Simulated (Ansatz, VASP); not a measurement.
# Two plane-wave programs on Hg

INCAR

```
SYSTEM = Hg
PREC = Accurate ; ENCUT = 520
EDIFF = 1E-6 ; ISMEAR = 0
SIGMA = 0.15 ; LREAL = .False.
LASPH = .True. ; NELM = 100
ALGO = Fast ; ISIF = 2
LWAVE = .False. ; LCHARG = .False.
GGA = PE ; IVDW = 12
NBANDS = 19
```

The input KPOINTS:

```
regular mesh
0
Gamma
  15 15 8
  0 0 0
```

Contents of POSCAR:

```
Hg
1.0
    3.1846000000      0.0000000000      0.0000000000
   -1.5923000000      2.7579445009      0.0000000000
    0.0000000000      0.0000000000      5.1276000000
Hg
2
Direct
    0.6666666667      0.3333333333      0.7500000000
    0.3333333333      0.6666666667      0.2500000000
```

Input for Ansatz:

```yaml
crystal:
  lattice:
    - [3.1846, 0.0, 0.0]
    - [-1.5923, 2.7579445009, 0.0]
    - [0.0, 0.0, 5.1276]
  atoms:
    - { symbol: Hg, position: [0.6666666667, 0.3333333333, 0.75] }
    - { symbol: Hg, position: [0.3333333333, 0.6666666667, 0.25] }
basis:
  ecutwfc: 420
kpoints:
  mp_grid: { grid: [15, 15, 8] }
hamiltonian:
  xc: pbe
  dispersion: d3bj
scf:
  occupations: { method: gaussian, width: 0.15 }
output:
  forces: true
  stress: true
  eigenvalues: true
  write_density: true
  write_potential: true
  elf: true
  volumetric_format: npy
```

Alike in both runs: task single point; functional PBE; dispersion D3(BJ); k mesh 15 × 15 × 8; occupations gaussian, width 0.15 eV; no spin polarisation.

|  | VASP | Ansatz |
| --- | --- | --- |
| version | VASP 6.6.1 | Ansatz 0.2.0 |
| potentials or method | VASP PAW PBE potentials, release 64 (Hg), cutoff 520 eV | scalar-relativistic, plane waves, PAW |
| valence electrons in the cell | 24 | 40 |

|  | VASP | Ansatz | Ansatz less VASP |
| --- | --- | --- | --- |
| gap on the k mesh at the Fermi level (eV) | none | none | - |
| pressure (GPa) | 4.2 | 3.8 | -0.46 |
| traceless stress, the component that is largest in VASP (GPa) | -0.05 | -0.06 | -0.003 |

A gap of «none» marks a metal or a gap that the smearing closes. VASP's potentials hold 24 valence electrons a cell and Ansatz's 40, so a difference there can come from the potentials and not from the codes.

Neither program's run includes spin-orbit coupling.
